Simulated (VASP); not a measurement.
Crystal: LiTi2P3.

```xyz
6
Lattice="3.9683 0.0000 0.0000 -1.9841 3.4366 0.0000 0.0000 0.0000 9.7134" Properties=species:S:1:pos:R:3 pbc="T T T"
Li    0.0000    0.0000    0.0000
Ti    0.0000    2.2911    6.3720
Ti    1.9841    1.1455    3.3415
P     0.0000    2.2911    1.6115
P     1.9841    1.1455    8.1019
P     0.0000    0.0000    4.8567
```

* Program: VASP 6.6.1
* Task: relaxation of cell and atoms
* Functional: PBEsol
* Potentials or basis: VASP PAW PBE potentials, release 64 (Li_sv, Ti_sv, P)
* Cutoff: 600 eV
* k mesh: 6 × 6 × 2
* Occupations: fermi-dirac, width 0.03 eV
* Spin: no spin polarisation

At the start: pressure -19.6 GPa; volume 22.08 Å³/atom.

Q: Where does the relaxation end?

A: Over 13 steps the energy falls by 635.6 meV/atom and the volume is 15.75 Å³/atom (-28.7 %); space group P-3m1 (No. 164, to 0.05 Å).

Step by step:
| step | energy change (eV) | largest force (eV/Å) | pressure (GPa) | volume (Å³) |
| --- | --- | --- | --- | --- |
| 1 | 0.0000 | 2.3182 | -19.60 | 132.47 |
| 2 | -3.6060 | 0.3738 | 8.28 | 87.14 |
| 3 | -3.7278 | 0.6110 | 0.74 | 92.13 |
| 4 | -3.7862 | 0.1209 | 0.87 | 92.65 |
| 5 | -3.7933 | 0.2258 | 1.02 | 92.90 |
| 6 | -3.8023 | 0.1384 | -0.77 | 94.43 |
| 7 | -3.8024 | 0.1470 | -0.60 | 94.28 |
| 8 | -3.8083 | 0.1170 | -0.20 | 94.03 |
| 9 | -3.8100 | 0.1152 | 0.16 | 93.82 |
| 10 | -3.8121 | 0.0688 | 0.15 | 94.01 |
| 11 | -3.8136 | 0.0151 | 0.15 | 94.36 |
| 12 | -3.8135 | 0.0305 | -0.29 | 94.74 |
| 13 | -3.8137 | 0.0027 | -0.02 | 94.50 |

Final structure:
```cif
data_structure
_symmetry_space_group_name_H-M 'P 1'
_symmetry_Int_Tables_number 1
_cell_length_a 3.4708
_cell_length_b 3.4708
_cell_length_c 9.0577
_cell_angle_alpha 90.000
_cell_angle_beta 90.000
_cell_angle_gamma 120.000
_cell_volume 94.50
loop_
_atom_site_label
_atom_site_type_symbol
_atom_site_fract_x
_atom_site_fract_y
_atom_site_fract_z
_atom_site_occupancy
Li1 Li 0.00000 0.00000 0.00000 1
Ti1 Ti 0.33333 0.66667 0.66107 1
Ti2 Ti 0.66667 0.33333 0.33893 1
P1 P 0.33333 0.66667 0.18401 1
P2 P 0.66667 0.33333 0.81599 1
P3 P 0.00000 0.00000 0.50000 1
```

Caveat: the cutoff is under 1.25 times the usual one of these potentials, so pressure, stress and relaxed cells hold a basis-set (Pulay) error; the volume moved by over 15 % at a fixed basis, so the end points are rough; the PAW data sets were made with another functional, which shifts forces and pressure a little.
